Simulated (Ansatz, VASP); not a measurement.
# ZrB2: VASP beside Ansatz

```
Zr B
1.0
     3.19665    0.00000    0.00000
    -1.59832    2.76838    0.00000
     0.00000    0.00000    3.52000
Zr B
1 2
Cartesian
  0.0000 0.0000 0.0000
  0.0000 1.8456 1.7600
  1.5983 0.9228 1.7600
```

Change from the starting cell: equal xx and yy strain of +1 %, PAW files.

Alike in both runs: task electric field gradients; functional LDA; k mesh 12 × 12 × 9; occupations fermi-dirac, width 0.05 eV; no spin polarisation.

```csv
,VASP,Ansatz
version,VASP 6.6.1,Ansatz 0.2.0
potentials or method,"VASP PAW LDA potentials, release 64 (Zr_sv, B)","PAW with Ansatz's default frozen-core files, scalar-relativistic"
plane-wave cutoff (eV),520,420
valence electrons in the cell,18,18
```

```csv
,VASP,Ansatz,Ansatz less VASP
pressure (GPa),-11.4,-11.8,-0.43
"traceless stress, the component that is largest in VASP (GPa)",3.30,3.27,-0.035
size of Vzz on the site where it differs most (V/Å²),43.0,45.4,+2.33
```

LDA's correlation is that of Perdew and Zunger in VASP and of Perdew and Wang (1992) in Ansatz.
